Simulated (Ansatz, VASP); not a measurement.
# Ge2N in VASP and in Ansatz

File INCAR:

```
SYSTEM = Ge2N
PREC = Accurate ; ENCUT = 600
EDIFF = 1E-6 ; ISMEAR = 0
SIGMA = 0.1 ; LREAL = .False.
LASPH = .True. ; NELM = 60
ALGO = Normal ; ISIF = 3
LWAVE = .False. ; LCHARG = .False.
GGA = PE ; IBRION = 2
NSW = 90 ; EDIFFG = -0.04
```

Contents of KPOINTS:

```
Automatic mesh
0
Gamma
  6 6 6
  0 0 0
```

POSCAR

```
Ge2N
1.0
    1.5583398300      0.8997079200      5.3487770000
   -1.5583398300      0.8997079200      5.3487770000
    0.0000000000     -1.7994158400      5.3487770000
Ge N
2 1
Direct
    0.2598655200      0.2598655200      0.2598655200
    0.7401344800      0.7401344800      0.7401344800
    0.0000000000      0.0000000000      0.0000000000
```

Input for Ansatz:

```yaml
crystal:
  lattice:
    - [1.55833983, 0.89970792, 5.348777]
    - [-1.55833983, 0.89970792, 5.348777]
    - [0.0, -1.79941584, 5.348777]
  atoms:
    - { symbol: Ge, position: [0.25986552, 0.25986552, 0.25986552] }
    - { symbol: Ge, position: [0.74013448, 0.74013448, 0.74013448] }
    - { symbol: "N", position: [0.0, 0.0, 0.0] }
basis:
  ecutwfc: 420
kpoints:
  mp_grid: { grid: [6, 6, 6] }
hamiltonian:
  xc: pbe
scf:
  occupations: { method: gaussian, width: 0.1 }
  lower_state_search: "off"
output:
  forces: true
  stress: true
  eigenvalues: true
relax:
  adjacent_minimum: "off"
  f_tol: 0.04
  max_steps: 70
  cell: { stress_tol: 0.4 }
```

Change from the starting cell: species swapped into the NiCl2 type (R-3m, No. 166).

Alike in both runs: task relaxation of cell and atoms; functional PBE; k mesh 6 × 6 × 6; occupations gaussian, width 0.1 eV; no spin polarisation.

```csv
,VASP,Ansatz
version,VASP 6.6.1,Ansatz 0.2.0
potentials or method,"VASP PAW PBE potentials, release 64 (Ge_d, N), cutoff 600 eV","scalar-relativistic, plane waves, PAW"
valence electrons in the cell,33,33
```

|  | VASP | Ansatz | Ansatz less VASP |
| --- | --- | --- | --- |
| gap on the k mesh at the Fermi level, each at its own relaxed structure (eV) | none | none | - |
| relaxed volume (Å³/atom) | 15.72 | 15.62 | -0.105 |
| relaxed length of the cell vector where the two differ most in proportion (Å) | 6.269 | 6.243 | -0.0263 |

A gap of «none» marks a metal or a gap that the smearing closes.

The k mesh is coarse, so the values compare programs but aren't converged.
